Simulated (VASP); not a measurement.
# Ni (Fm-3m) in VASP: notebook, part 2 of 2

VASP 6.6.1.

### Step 4. Single point, LDA, collinear spin, ferromagnetic start

INCAR reads:

```
ALGO = Normal ; EDIFF = 1E-6
ENCUT = 520 ; GGA = CA
ISIF = 2 ; ISMEAR = 0
ISPIN = 2 ; LASPH = T
LCHARG = F ; LMAXMIX = 4
LORBIT = 11 ; LREAL = F
LWAVE = F ; MAGMOM = 0.75
NBANDS = 15 ; NELM = 150
PREC = Accurate ; SIGMA = 0.1
```

KPOINTS reads:

```
k-points
0
Gamma
  20 20 20
```

POSCAR reads:

```
Ni
1.0
    0.0000000000      1.7592378550      1.7592378550
    1.7592378550      0.0000000000      1.7592378550
    1.7592378550      1.7592378550      0.0000000000
Ni
1
Direct
    0.0000000000      0.0000000000      0.0000000000
```

Potentials or basis: VASP PAW LDA potentials, release 64 (Ni).

Started as:

```sh
cat potpaw_LDA.64/Ni/POTCAR > POTCAR
mpirun -np 1 vasp_std > vasp.out
```

Run time: 51 s. Hardware: 1 thread of Intel Xeon 6975P-C, shared host; peak memory 0.17 GiB.

Results (log left out):

| Quantity | Value |
| --- | --- |
| Free energy | -6.5339 eV |
| Pressure | -17.0 GPa |
| Net moment | 0.61 μB per cell |
| Site moments | Ni +0.62 μB |
| Valence electrons inside the program's atomic spheres | Ni 9.32 |

Levels at points of the mesh, in eV from the Fermi level:
Spin up:
| k point | band 1 | band 2 | band 3 | band 4 | band 5 | band 6 | band 7 | band 8 | band 9 | band 10 |
| --- | --- | --- | --- | --- | --- | --- | --- | --- | --- | --- |
| (0.00, 0.00, 0.00) | -8.97 | -2.35 | -2.35 | -2.35 | -1.20 | -1.20 | 23.78 | 27.52 | 27.52 | 27.52 |
| (0.50, 0.00, 0.00) | -4.78 | -2.35 | -2.35 | -0.51 | -0.51 | -0.25 | 5.71 | 22.30 | 24.54 | 24.54 |
| (0.50, 0.50, 0.00) | -4.60 | -4.13 | -0.48 | -0.36 | -0.36 | 2.45 | 9.27 | 14.76 | 14.76 | 19.81 |
Spin down:
```
           k point  band 3  band 4  band 5  band 6  band 7  band 8
(0.00, 0.00, 0.00)   -1.73   -1.73   -0.62   -0.62   23.76   27.57
(0.50, 0.00, 0.00)   -1.79   -0.22    0.15    0.15    6.09   22.27
(0.50, 0.50, 0.00)    0.12    0.35    0.35    2.50    9.54   14.83
```

### Step 5. Single point, r2SCAN, collinear spin, ferromagnetic start

POSCAR is that of step 4.

INCAR.step1 reads:

```
  PREC = Accurate
  ENCUT = 520
  ISMEAR = 0
  SIGMA = 0.1
  LREAL = False
  LASPH = True
  NELM = 150
  ISPIN = 2
  MAGMOM = 2
  LMAXMIX = 4
  NBANDS = 15
  GGA = PE
  ALGO = Normal
  EDIFF = 1E-4
  LWAVE = True
  LCHARG = False
```

INCAR.step2 reads:

```
  PREC = Accurate
  ENCUT = 520
  EDIFF = 1E-6
  ISMEAR = 0
  SIGMA = 0.1
  LREAL = False
  LASPH = True
  NELM = 150
  ALGO = Normal
  ISIF = 2
  LWAVE = False
  LCHARG = False
  ISPIN = 2
  MAGMOM = 2
  LORBIT = 11
  LMAXMIX = 4
  METAGGA = R2SCAN
  LMIXTAU = True
  NBANDS = 15
  ISTART = 1
```

KPOINTS reads:

```
Automatic mesh
0
Gamma
  20 20 20
```

Potentials or basis: VASP PAW PBE potentials, release 64 (Ni).

Started as:

```sh
cat potpaw_PBE.64/Ni/POTCAR > POTCAR
cp INCAR.step1 INCAR
mpirun -np 1 vasp_std > vasp.out
cp INCAR.step2 INCAR
mpirun -np 1 vasp_std > vasp.out
```

It took 3.8 min on 1 thread of Intel Xeon 6975P-C, shared host; peak memory 0.19 GiB.

It converged, with:

```
Free energy                                           : -11.9384 eV
Pressure                                              : -6.3 GPa
Net moment                                            : 0.75 μB per cell
Site moments                                          : Ni +0.77 μB
Valence electrons inside the program's atomic spheres : Ni 9.34
```

Levels at points of the mesh, in eV from the Fermi level:
Spin up:
```
           k point  band 2  band 3  band 4  band 5  band 6  band 7  band 8  band 9
(0.00, 0.00, 0.00)   -2.97   -2.97   -2.97   -1.68   -1.68   24.52   28.66   28.66
(0.50, 0.00, 0.00)   -2.89   -2.89   -1.09   -1.09   -0.41    5.61   22.97   25.60
(0.50, 0.50, 0.00)   -4.73   -1.02   -1.02   -0.97    2.47    9.32   15.39   15.39
```
Spin down:
| k point | band 1 | band 2 | band 3 | band 4 | band 5 | band 6 | band 7 | band 8 |
| --- | --- | --- | --- | --- | --- | --- | --- | --- |
| (0.00, 0.00, 0.00) | -9.67 | -1.60 | -1.60 | -1.60 | -0.91 | -0.91 | 24.26 | 28.78 |
| (0.50, 0.00, 0.00) | -4.60 | -1.95 | -1.95 | -0.63 | 0.18 | 0.18 | 6.33 | 22.85 |
| (0.50, 0.50, 0.00) | -4.64 | -3.66 | -0.17 | 0.55 | 0.55 | 2.21 | 9.67 | 15.45 |

Caveat: the PAW data sets were made with another functional, which shifts forces and pressure a little.

### Step 6. Single point, PBE, collinear spin, ferromagnetic start

INCAR reads:

```
  ALGO = Normal
  EDIFF = 1E-6
  ENCUT = 520
  GGA = PE
  ISIF = 2
  ISMEAR = 0
  ISPIN = 2
  LASPH = True
  LCHARG = False
  LMAXMIX = 4
  LORBIT = 11
  LREAL = False
  LWAVE = False
  MAGMOM = 0.81
  NBANDS = 15
  NELM = 150
  PREC = Accurate
  SIGMA = 0.1
```

KPOINTS reads:

```
k-points
0
Gamma
  20 20 20
```

POSCAR reads:

```
Ni
1.0
    0.0000000000      1.7592377658      1.7592377658
    1.7592377658      0.0000000000      1.7592377658
    1.7592377658      1.7592377658      0.0000000000
Ni
1
Direct
    0.0000000000      0.0000000000      0.0000000000
```

Potentials or basis: VASP PAW PBE potentials, release 64 (Ni).

Started as:

```sh
cat potpaw_PBE.64/Ni/POTCAR > POTCAR
mpirun -np 1 vasp_std > vasp.out
```

Wall time 35 s (1 thread of Intel Xeon 6975P-C (Granite Rapids), shared host); peak memory 0.18 GiB.

The run converged. Its results:

```
Free energy                                           : -5.4751 eV
Pressure                                              : 0.0 GPa
Net moment                                            : 0.63 μB per cell
Site moments                                          : Ni +0.64 μB
Valence electrons inside the program's atomic spheres : Ni 9.31
```

Levels at points of the mesh, in eV from the Fermi level:
Spin up:
| k point | band 2 | band 3 | band 4 | band 5 | band 6 | band 7 | band 8 | band 9 |
| --- | --- | --- | --- | --- | --- | --- | --- | --- |
| (0.00, 0.00, 0.00) | -2.44 | -2.44 | -2.44 | -1.26 | -1.26 | 23.72 | 27.57 | 27.57 |
| (0.50, 0.00, 0.00) | -2.42 | -2.42 | -0.61 | -0.61 | -0.29 | 5.65 | 22.21 | 24.66 |
| (0.50, 0.50, 0.00) | -4.19 | -0.55 | -0.48 | -0.48 | 2.45 | 9.21 | 14.82 | 14.82 |
Spin down:
```
           k point  band 1  band 2  band 3  band 4  band 5  band 6  band 7  band 8  band 9  band 10
(0.00, 0.00, 0.00)   -9.04   -1.68   -1.68   -1.68   -0.67   -0.67   23.55   27.55   27.55    27.55
(0.50, 0.00, 0.00)   -4.40   -1.80   -1.80   -0.35    0.15    0.15    6.08   22.06   24.74    24.74
(0.50, 0.50, 0.00)   -4.30   -3.58    0.06    0.39    0.39    2.40    9.45   14.82   14.82    19.88
```

### Step 7. Summary

```csv
level,potentials or basis,smearing,gap on the mesh (eV),pressure (GPa),moment (μB)
PBE,"VASP PAW PBE potentials, release 64 (Ni)",gaussian 0.1 eV,none,0.0,0.63
revPBE,"VASP PAW PBE potentials, release 64 (Ni)",methfessel-paxton 0.1 eV,none,4.1,0.63
LDA,"VASP PAW LDA potentials, release 64 (Ni)",gaussian 0.1 eV,none,-17.0,0.61
r2SCAN,"VASP PAW PBE potentials, release 64 (Ni)",gaussian 0.1 eV,none,-6.3,0.75
```

Alike in all rows: task single point; spin collinear, ferromagnetic start; cell as given; k mesh 20 × 20 × 20; cutoff (eV) 520.

Caveats: the PAW data sets were made with another functional, which shifts forces and pressure a little (some runs).

Total energies depend on the potentials used, so only differences within one code and one set of settings carry meaning.
